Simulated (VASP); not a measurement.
Write the native input for VASP 6.6.1 that does the following.

* Task: single point
* Functional: LDA
* Potentials or basis: VASP PAW LDA potentials, release 64 (Al, Cu)
* Cutoff: 520 eV
* k mesh: 12 × 12 × 12
* Occupations: gaussian, width 0.15 eV
* Spin: no spin polarisation
* Dipole correction: no
* Further INCAR settings: ALGO = Fast; EDIFF = 1e-07; NBANDS = 18

The structure of Al3Cu lies in POSCAR:

```
Al3Cu
1.0
    3.6279839618      0.0000000000      0.0000000000
    0.0000000000      3.6279839618      0.0000000000
    0.0000000000      0.0000000000      4.3521295606
Al Cu
3 1
Direct
    0.0000000000      0.5000000000      0.5000000000
    0.5000000000      0.0000000000      0.5000000000
    0.5000000000      0.5000000000      0.0000000000
    0.0000000000      0.0000000000      0.0000000000
```

This cell differs from its parent crystal: volume 14.321 Å^3 an atom, c/a of the conventional cell 1.1996.

One way to write it, as run:

INCAR

```
PREC = Accurate ; ENCUT = 520
EDIFF = 1E-7 ; ISMEAR = 0
SIGMA = 0.15 ; LREAL = F
LASPH = T ; NELM = 80
ALGO = Fast ; ISIF = 2
LWAVE = F ; LCHARG = F
NBANDS = 18
```

KPOINTS

```
Automatic mesh
0
Gamma
  12 12 12
```

Potentials or basis: VASP PAW LDA potentials, release 64 (Al, Cu).

Launch:

```sh
$ cat potpaw_LDA.64/Al/POTCAR potpaw_LDA.64/Cu/POTCAR > POTCAR
$ mpirun -np 1 vasp_std > vasp.out
```

Results of the run:

```json
{"Pressure": "2.9 GPa", "Band gap on the k mesh": "zero (band 10 reaches 10.75 eV, above the bottom of band 11 at 6.50 eV)"}
```

Wall time 2.7 min on 1 thread of Intel Xeon 6975P-C, with other jobs on the host, peak memory 0.29 GiB.
